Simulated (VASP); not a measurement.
## Al3B2As: single point with PBE

Crystal: Al3B2As.

```
CELL_PARAMETERS angstrom
5.47298 -1.93641 -0.00922
5.47298 1.93641 -0.00922
-0.18434 0.00000 3.87479
ATOMIC_POSITIONS crystal
Al 0.66266 0.82810 0.75413
Al 0.69594 0.30406 0.50000
Al 0.17190 0.33734 0.24587
B 0.56823 0.72817 0.24659
B 0.27183 0.43177 0.75341
As 0.12954 0.87046 0.00000
```

```
Program             : VASP 6.6.1
Task                : single point
Functional          : PBE
Potentials or basis : VASP PAW PBE potentials, release 64 (Al, B, As)
Cutoff              : 520 eV
k mesh              : 6 × 6 × 4
Occupations         : gaussian, width 0.1 eV
Spin                : no spin polarisation
```

- Pressure: 0.1 GPa
- Largest force: 0.024 eV/Å
- Band gap on the k mesh: 0.60 eV, indirect (least direct gap 1.01 eV)

Forces in eV/Å, atoms in the order of the input:
```
Al  -0.007 -0.003 -0.013
Al   0.000  0.015  0.000
Al   0.007 -0.003  0.013
B    0.020 -0.006  0.012
B   -0.020 -0.006 -0.012
As   0.000  0.003  0.000
```

Stress tensor (GPa, compression positive):
```
 0.16  0.00  0.15
 0.00  0.14  0.00
 0.15  0.00 -0.01
```

Levels at points of the mesh, in eV from the valence-band top:
| k point | band 6 | band 7 | band 8 | band 9 | band 10 | band 11 | band 12 | band 13 | band 14 | band 15 |
| --- | --- | --- | --- | --- | --- | --- | --- | --- | --- | --- |
| (0.00, 0.00, 0.00) | -3.51 | -3.07 | -1.99 | -1.81 | -0.64 | 1.18 | 1.83 | 2.54 | 4.12 | 4.71 |
| (0.50, 0.00, 0.00) | -3.71 | -2.25 | -1.92 | -1.11 | -0.33 | 0.96 | 1.93 | 2.28 | 2.53 | 4.84 |
| (0.50, 0.50, 0.00) | -3.62 | -2.57 | -1.92 | -1.77 | -0.62 | 0.60 | 1.28 | 2.20 | 2.51 | 4.10 |
| (0.00, 0.00, 0.50) | -5.12 | -2.45 | -1.75 | -1.74 | -0.07 | 1.26 | 1.33 | 1.72 | 2.27 | 5.94 |
| (0.50, 0.00, 0.50) | -5.45 | -4.99 | -4.23 | -2.39 | -1.64 | 0.61 | 0.97 | 4.22 | 4.96 | 6.06 |
| (0.50, 0.50, 0.50) | -2.84 | -2.20 | -1.55 | -1.47 | -1.23 | 1.06 | 1.61 | 3.66 | 3.96 | 4.05 |

Wall time 49 s on 1 thread of Intel(R) Xeon(R) 6975P-C (Granite Rapids) (shared host), peak memory 0.27 GiB.

A k mesh can miss the band edges. A hybrid or GW would open this gap; PBE tends to underestimate it.
